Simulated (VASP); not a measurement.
Here is a VASP 6.6.1 calculation.

Contents of INCAR:

```
SYSTEM = Ni
ALGO     = Normal         ! electronic algorithm
EDIFF    = 1E-6           ! SCF threshold, eV
ENCUT    = 520            ! plane-wave cutoff, eV
GGA      = CA             ! functional
ISIF     = 2              ! what is computed and relaxed
ISMEAR   = -1             ! smearing method
ISPIN    = 2              ! spin polarisation
LASPH    = .True.         ! aspherical terms in the spheres
LCHARG   = .False.        ! write CHGCAR
LMAXMIX  = 4              ! l up to which the mixer works
LORBIT   = 11             ! projections on sites
LREAL    = .False.        ! projectors in reciprocal space
LWAVE    = .False.        ! write WAVECAR
MAGMOM   = 1 1            ! initial moments
NBANDS   = 21             ! bands
NELM     = 150            ! most SCF steps
PREC     = Accurate       ! precision mode
SIGMA    = 0.05           ! smearing width, eV
```

File KPOINTS:

```
k-points
0
Gamma
  12 12 7
  0 0 0
```

Contents of POSCAR:

```
Ni
1.0
    2.4480228978      0.0000000000      0.0000000000
   -1.2240114489      2.1200500186      0.0000000000
    0.0000000000      0.0000000000      4.0728075700
Ni
2
Direct
    0.6666666667      0.3333333333      0.7500000000
    0.3333333333      0.6666666667      0.2500000000
```

Potentials or basis: VASP PAW LDA potentials, release 64 (Ni).

The run is started by

```sh
$ cat potpaw_LDA.64/Ni/POTCAR > POTCAR
$ mpirun -np 1 vasp_std > vasp.out
```

**Question.** Predict the site moments.

**Answer.** Ni +0.59 μB.

**Question.** What does it give for the pressure?

**Answer.** -11.0 GPa.

**Question.** What does it give for the net moment?

**Answer.** 1.17 μB per cell.

Stress tensor (GPa, compression positive):
```
 -9.90   0.00   0.00
  0.00  -9.90   0.00
  0.00   0.00 -13.12
```

Caveat: the cell stands under tension.
